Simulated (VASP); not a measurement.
# SnO (Pmn2_1) in VASP: single point with PBEsol

Aim: the single point of SnO with PBEsol.

Everything below comes from runs of VASP 6.6.1. Logs are shortened: lines on timing, memory, paths and dates and some standing lists are left out, and cuts for length are marked.

### Step 1. The cell of the first run

The structure is orthorhombic, space group Pmn2_1 (No. 31). The conventional cell has a = 3.355 Å, b = 5.674 Å, c = 4.222 Å, α = 90.00°, β = 90.00°, γ = 90.00°. Within 2.8 Å of Sn (site symmetry m) lie 3 O at 2.15 to 2.16 Å. O (site symmetry m) has 3 Sn at 2.15 to 2.16 Å within 2.8 Å.

### Step 2. Single point, PBEsol

INCAR reads:

```
PREC     = Accurate       # precision mode
ENCUT    = 520            # plane-wave cutoff, eV
EDIFF    = 1E-6           # SCF threshold, eV
ISMEAR   = 0              # smearing method
SIGMA    = 0.05           # smearing width, eV
LREAL    = F              # projectors in reciprocal space
LASPH    = T              # aspherical terms in the spheres
NELM     = 60             # most SCF steps
ALGO     = Normal         # electronic algorithm
ISIF     = 2              # what is computed and relaxed
LWAVE    = F              # write WAVECAR
LCHARG   = F              # write CHGCAR
GGA      = PS             # functional
NBANDS   = 28             # bands
```

KPOINTS reads:

```
Automatic mesh
0
Gamma
  8 6 6
```

POSCAR reads:

```
SnO
1.0
    3.3550050000      0.0000000000      0.0000000000
    0.0000000000      5.6741040000      0.0000000000
    0.0000000000      0.0000000000      4.2219700000
Sn O
2 2
Direct
    0.0000000000      0.2319090000      0.5131440000
    0.5000000000      0.7680910000      0.0131440000
    0.0000000000      0.8912500000      0.7368570000
    0.5000000000      0.1087500000      0.2368570000
```

Potentials or basis: VASP PAW PBE potentials, release 64 (Sn_d, O).

Command:

```sh
$ cat potpaw_PBE.64/Sn_d/POTCAR potpaw_PBE.64/O/POTCAR > POTCAR
$ mpirun -np 1 vasp_std > vasp.out
```

OUTCAR:

```text
PREC = Accurate
   ENCUT = 520
   EDIFF = 1E-6
   ISMEAR = 0
   LREAL = F
   LASPH = T
   NELM = 60
   ISIF = 2
   GGA = PS

 ion  position               nearest neighbor table
   1  0.000  0.232  0.513-   3 2.15   4 2.16   4 2.16
   2  0.500  0.768  0.013-   4 2.15   3 2.16   3 2.16
   3  0.000  0.891  0.737-   1 2.15   2 2.16   2 2.16
   4  0.500  0.109  0.237-   2 2.15   1 2.16   1 2.16

  LATTYP: Found a simple orthorhombic cell.
 ALAT       =     3.3550050000
 B/A-ratio  =     1.2584094510
 C/A-ratio  =     1.6912356315

  Lattice vectors:

 A1 = (  -3.3550050000,   0.0000000000,   0.0000000000)
 A2 = (   0.0000000000,   0.0000000000,   4.2219700000)
 A3 = (   0.0000000000,   5.6741040000,   0.0000000000)

Analysis of symmetry for initial positions (statically):
=====================================================================
 Subroutine PRICEL returns:
 Original cell was already a primitive cell.

 Routine SETGRP: Setting up the symmetry group for a
 simple orthorhombic supercell.

 Subroutine GETGRP returns: Found  4 space group operations
 (whereof  2 operations were pure point group operations)
 out of a pool of  8 trial point group operations.

The static configuration has the point symmetry C_1h.
 The point group associated with its full space group is C_2v.

Analysis of symmetry for dynamics (positions and initial velocities):
=====================================================================
 Subroutine PRICEL returns:
 Original cell was already a primitive cell.

 Routine SETGRP: Setting up the symmetry group for a
 simple orthorhombic supercell.

 Subroutine GETGRP returns: Found  4 space group operations
 (whereof  2 operations were pure point group operations)
 out of a pool of  8 trial point group operations.

The dynamic configuration has the point symmetry C_1h.
 The point group associated with its full space group is C_2v.

 Subroutine INISYM returns: Found  4 space group operations
 (whereof  2 operations are pure point group operations),
 and found     1 'primitive' translations

----------------------------------------------------------------------------------------

                                     Primitive cell

  volume of cell :      80.3722

  direct lattice vectors                    reciprocal lattice vectors
     3.355005000  0.000000000  0.000000000     0.298062149  0.000000000  0.000000000
     0.000000000  5.674104000  0.000000000     0.000000000  0.176239279  0.000000000
     0.000000000  0.000000000  4.221970000     0.000000000  0.000000000  0.236856254

  length of vectors
     3.355005000  5.674104000  4.221970000     0.298062149  0.176239279  0.236856254

  position of ions in fractional coordinates (direct lattice)
     0.000000000  0.231909000  0.513144000
     0.500000000  0.768091000  0.013144000
     0.000000000  0.891250000  0.736857000
     0.500000000  0.108750000  0.236857000

  ion indices of the primitive-cell ions
   primitive index   ion index
                 1           1
                 2           2
                 3           3
                 4           4

----------------------------------------------------------------------------------------

 KPOINTS: Automatic mesh

Automatic generation of k-mesh.
 Grid dimensions read from file:
 generate k-points for:    8    6    6

 Generating k-lattice:

  Cartesian coordinates                     Fractional coordinates (reciprocal lattice)
     0.037257769  0.000000000  0.000000000     0.125000000  0.000000000  0.000000000
     0.000000000  0.029373213  0.000000000     0.000000000  0.166666667  0.000000000
     0.000000000  0.000000000  0.039476042     0.000000000  0.000000000  0.166666667

  Length of vectors
     0.037257769  0.029373213  0.039476042

  Shift w.r.t. Gamma in fractional coordinates (k-lattice)
     0.000000000  0.000000000  0.000000000

 Subroutine IBZKPT returns following result:
 ===========================================

 Found     80 irreducible k-points:

 Following reciprocal coordinates:
            Coordinates               Weight
  0.000000  0.000000  0.000000      1.000000
  0.125000  0.000000  0.000000      2.000000
  0.250000  0.000000  0.000000      2.000000
  0.375000  0.000000  0.000000      2.000000
  0.500000  0.000000  0.000000      1.000000
  0.000000  0.166667  0.000000      2.000000
[... 16 lines left out ...]
  0.250000  0.000000  0.166667      4.000000
  0.375000  0.000000  0.166667      4.000000
 [... further k-points ...]
   k-points           NKPTS =     80   k-points in BZ     NKDIM =     80   number of bands    NBANDS=     28
   number of dos      NEDOS =    301   number of ions     NIONS =      4
   total plane-waves  NPLWV =  37632
   dimension x,y,z NGX =    28 NGY =   42 NGZ =   32
   dimension x,y,z NGXF=    56 NGYF=   84 NGZF=   64
   ions per type =               2   2
   NGX,Y,Z   is equivalent  to a cutoff of  13.87, 12.31, 12.60 a.u.
   NGXF,Y,Z  is equivalent  to a cutoff of  27.75, 24.61, 25.20 a.u.
 SYSTEM =  unknown system
   PREC   = accura    normal or accurate (medium, high low for compatibility)
   ISTART =      0    job   : 0-new  1-cont  2-samecut
   ICHARG =      2    charge: 1-file 2-atom 10-const
   ISPIN  =      1    spin polarized calculation?
   LNONCOLLINEAR =      F non collinear calculations
   LSORBIT =      F    spin-orbit coupling
   LASPH  =      T    aspherical Exc in radial PAW
   ENCUT  =  520.0 eV  38.22 Ry    6.18 a.u.   6.24 10.55  7.85*2*pi/ulx,y,z
   NELM   =     60;   NELMIN=  2; NELMDL= -5     # of ELM steps
   EDIFF  = 0.1E-05   stopping-criterion for ELM
   LREAL  =      F    real-space projection
   EDIFFG = 0.1E-04   stopping-criterion for IOM
   NSW    =      0    number of steps for IOM
   IBRION =     -1    ionic relax: 0-MD 1-quasi-New 2-CG
   NFREE  =      0    steps in history (QN), initial steepest desc. (CG)
   ISIF   =      2    stress and relaxation
   ISYM   =      2    0-nonsym 1-usesym 2-fastsym
   POTIM  = 0.5000    time-step for ionic-motion
   TEBEG  =    0.0;   TEEND  =   0.0 temperature during run
   PSTRESS=    0.0 pullay stress
   NELECT =      40.0000    total number of electrons
   NUPDOWN=      -1.0000    fix difference up-down
   EMIN   =  10.00;   EMAX   =-10.00  energy-range for DOS
   EFERMI =   0.00;   METHOD = LEGACY
   ISMEAR =     0;   SIGMA  =   0.05  broadening in eV -4-tet -1-fermi 0-gaus
   EFERMI_NEDOS =   21; number of points for ismear=-14 and -15
   IALGO  =     38    algorithm
   IMIX   =      4    mixing-type and parameters
     AMIX     =   0.40;   BMIX     =  1.00
     AMIX_MAG =   1.60;   BMIX_MAG =  1.00
  volume/ion in A,a.u.               =      20.09       135.59
  Fermi-wavevector in a.u.,A,eV,Ry     =   1.297357  2.451650 22.900458  1.683136
  Thomas-Fermi vector in A             =   2.428755
   LORBIT       =      0    0 simple, 1 ext, 2 COOP (PROOUT), +10 PAW based schemes
   GGA     = PS    functional components
   LHFCALC =     F    Hartree Fock is set to
   AEXX    =    0.0000 exact exchange contribution
   IVDW    =     0    specifies the selected vdW correction
   LEPSILON=     F    determine dielectric tensor
   LRPA    =     F    only Hartree local field effects (RPA)
 non-spin polarized calculation
 Gauss-broadening in eV      SIGMA  =   0.05
  energy-cutoff  :      520.00
  volume of cell :       80.37
 maximum number of plane-waves:      2178
 NGX is ok and might be reduce to    28
   NGX = 13   NGY = 21   NGZ = 15

 number of electron      39.9999992 magnetization

 Free energy of the ion-electron system (eV)
  ---------------------------------------------------
  ext. energy  EPLUGINS =         0.00000000
  ---------------------------------------------------
  free energy    TOTEN  =       -23.79590311 eV

  energy without entropy =      -23.79590311  energy(sigma->0) =      -23.79590311

 E-fermi :   4.9185     XC(G=0):  -9.7645

 val. band max:        4.7072988331   @ k =   0.0000   0.0000   0.0000
 cond. band min:       6.0366407426   @ k =   0.3750   0.5000   0.0000
 fundamental gap:      1.3293419094
 Fermi energy:         4.9184763139

 k-point     1 :       0.0000    0.0000    0.0000
  band No.  band energies     occupation
      1     -16.4166      2.00000
      2     -16.0898      2.00000
      3     -16.0057      2.00000
      4     -15.9794      2.00000
      5     -15.9519      2.00000
      6     -15.9206      2.00000
[... 20 lines left out ...]
     27      13.3581      0.00000
     28      13.9403      0.00000

 k-point     2 :       0.1250    0.0000    0.0000
  band No.  band energies     occupation
      1     -16.4097      2.00000
      2     -16.0796      2.00000
      3     -16.0162      2.00000
      4     -15.9959      2.00000
      5     -15.9603      2.00000
      6     -15.9206      2.00000
[... 20 lines left out ...]
     27      13.3867      0.00000
     28      14.0623      0.00000

 k-point     3 :       0.2500    0.0000    0.0000
  band No.  band energies     occupation
      1     -16.4017      2.00000
      2     -16.1731      2.00000
      3     -15.9904      2.00000
      4     -15.9773      2.00000
      5     -15.9640      2.00000
      6     -15.9258      2.00000
[... 20 lines left out ...]
     27      12.9712      0.00000
     28      14.2245      0.00000

 k-point     4 :       0.3750    0.0000    0.0000
  band No.  band energies     occupation
      1     -16.3984      2.00000
      2     -16.2948      2.00000
      3     -15.9729      2.00000
      4     -15.9571      2.00000
      5     -15.9413      2.00000
      6     -15.9285      2.00000
[... 20 lines left out ...]
     27      12.9598      0.00000
     28      14.4002      0.00000

 k-point     5 :       0.5000    0.0000    0.0000
  band No.  band energies     occupation
      1     -16.3715      2.00000
      2     -16.3715      2.00000
      3     -15.9642      2.00000
      4     -15.9642      2.00000
      5     -15.9291      2.00000
      6     -15.9291      2.00000
[... 20 lines left out ...]
     27      13.9390      0.00000
     28      13.9390      0.00000

 k-point     6 :       0.0000    0.1667    0.0000
  band No.  band energies     occupation
      1     -16.4146      2.00000
      2     -16.0909      2.00000
      3     -16.0041      2.00000
      4     -15.9786      2.00000
      5     -15.9527      2.00000
      6     -15.9225      2.00000
[... 463 lines left out ...]
      5     -15.9556      2.00000
      6     -15.9354      2.00000
[... 20 lines left out ...]
     27      13.8293      0.00000
     28      14.6447      0.00000

 k-point    22 :       0.1250    0.0000    0.1667
  band No.  band energies     occupation
      1     -16.3952      2.00000
      2     -16.1145      2.00000
      3     -16.0089      2.00000
      4     -15.9922      2.00000
      5     -15.9632      2.00000
      6     -15.9310      2.00000
[... 20 lines left out ...]
     27      13.9604      0.00000
     28      14.9545      0.00000

 k-point    23 :       0.2500    0.0000    0.1667
  band No.  band energies     occupation
      1     -16.3932      2.00000
      2     -16.1982      2.00000
      3     -15.9902      2.00000
      4     -15.9801      2.00000
      5     -15.9605      2.00000
      6     -15.9323      2.00000
[... 20 lines left out ...]
     27      13.6402      0.00000
     28      15.0108      0.00000

 k-point    24 :       0.3750    0.0000    0.1667
  band No.  band energies     occupation
      1     -16.3981      2.00000
      2     -16.3097      2.00000
      3     -15.9783      2.00000
      4     -15.9673      2.00000
      5     -15.9362      2.00000
      6     -15.9256      2.00000
[... 20 lines left out ...]
     27      13.6645      0.00000
     28      14.6762      0.00000

 [... further k-points ...]

------------------------ aborting loop because EDIFF is reached ----------------------------------------

  FORCE on cell =-STRESS in cart. coord.  units (eV):
  Direction    XX          YY          ZZ          XY          YZ          ZX
  --------------------------------------------------------------------------------------
  -------------------------------------------------------------------------------------
  Total       -1.7538493     -1.2946359     -1.2795383      0.0000000      0.0000000      0.0000000
  in kB      -34.9620793    -25.8078976    -25.5069353      0.0000000      0.0000000      0.0000000
  external PRESSURE =     -28.7589707 kB  Pullay stress =       0.0000000 kB

 VOLUME and BASIS-vectors are now :
 -----------------------------------------------------------------------------
  energy-cutoff  :      520.00
  volume of cell :       80.37
      direct lattice vectors                 reciprocal lattice vectors
     3.355005000  0.000000000  0.000000000     0.298062149  0.000000000  0.000000000
     0.000000000  5.674104000  0.000000000     0.000000000  0.176239279  0.000000000
     0.000000000  0.000000000  4.221970000     0.000000000  0.000000000  0.236856254

 POSITION                                       TOTAL-FORCE (eV/Angst)
 -----------------------------------------------------------------------------------
      0.00000      1.31588      2.16648         0.000000     -0.335180     -0.098177
      1.67750      4.35823      0.05549         0.000000      0.335180     -0.098177
      0.00000      5.05705      3.11099         0.000000      0.122154      0.098177
      1.67750      0.61706      1.00000         0.000000     -0.122154      0.098177
 -----------------------------------------------------------------------------------
    total drift:                                0.000000      0.000000      0.000060

  FREE ENERGIE OF THE ION-ELECTRON SYSTEM (eV)
  ---------------------------------------------------
  free  energy   TOTEN  =       -23.7959031104 eV

  energy  without entropy=      -23.7959031104  energy(sigma->0) =      -23.79590311
```

Wall time 2.6 min (1 thread of Intel Xeon 8259CL, shared host); peak memory 0.28 GiB.

What came out:

```yaml
Free_energy: -23.7959 eV
Pressure: -2.9 GPa
Largest_force: 0.349 eV/Å
Band_gap_on_the_k_mesh: 1.33 eV (least direct gap 1.97 eV)
```

Forces on the atoms (eV/Å):
```
Sn   0.000 -0.335 -0.098
Sn   0.000  0.335 -0.098
O    0.000  0.122  0.098
O    0.000 -0.122  0.098
```

Stress tensor (GPa, compression positive):
```
-3.50  0.00  0.00
 0.00 -2.58  0.00
 0.00  0.00 -2.55
```

Caveat: the PAW data sets were made with another functional, which shifts forces and pressure a little; spin-orbit coupling is left out, which moves the levels of the heavy elements.
